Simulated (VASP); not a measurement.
Wanted: the native input for a VASP 6.6.1 run.

```
Task                   : single point
Functional             : PBE
Potentials or basis    : VASP PAW PBE potentials, release 64 (Cu, O)
Cutoff                 : 600 eV
k mesh                 : 2 × 2 × 2
Occupations            : gaussian, width 0.1 eV
Spin                   : collinear spin, ferromagnetic start
Starting moments       : [0.46, 0.25] μB
Dipole correction      : no
Further INCAR settings : ALGO = Normal; EDIFF = 1e-06; NBANDS = 20
```

The structure of CuO lies in POSCAR:

```
CuO
1.0
    0.0000000000      2.1165600000      2.1165600000
    2.1165600000      0.0000000000      2.1165600000
    2.1165600000      2.1165600000      0.0000000000
Cu O
1 1
Direct
    0.0000000000      0.0000000000      0.0000000000
    0.5000000000      0.5000000000      0.5000000000
```

The input as run:

INCAR

```
SYSTEM = CuO
PREC = Accurate ; ENCUT = 600
EDIFF = 1E-6 ; ISMEAR = 0
SIGMA = 0.1 ; LREAL = .FALSE.
LASPH = .TRUE. ; NELM = 200
ALGO = Normal ; ISIF = 2
LWAVE = .FALSE. ; LCHARG = .FALSE.
ISPIN = 2 ; MAGMOM = 0.46 0.25
LORBIT = 11 ; LMAXMIX = 4
GGA = PE ; NBANDS = 20
GGA_COMPAT = .FALSE.
```

KPOINTS

```
regular mesh
0
G
  2 2 2
  0 0 0
```

Potentials or basis: VASP PAW PBE potentials, release 64 (Cu, O).

Run with:

```sh
$ cat potpaw_PBE.64/Cu/POTCAR potpaw_PBE.64/O/POTCAR > POTCAR
$ mpirun -np 1 vasp_std > vasp.out
```

Results of the run:

The pressure is 4.4 GPa. The band gap on the k mesh is zero (filled and empty bands overlap), the net moment is 1.00 μB per cell and the site moments are Cu +0.53; O +0.45 μB. The valence electrons inside the program's atomic spheres are Cu 9.78; O 4.97.

Caveat: the k points lie up to 1.29 Å⁻¹ apart, too coarse for converged energies and pressures of a metal; a cell with one magnetic atom can't hold antiferromagnetic order, which such compounds often take; semilocal functionals often make such compounds metallic where correlation or magnetic order opens a gap, which also shifts bond lengths.

It took 17 s on 1 thread of Intel Xeon 8259CL, with other jobs on the host, peak memory 0.11 GiB.
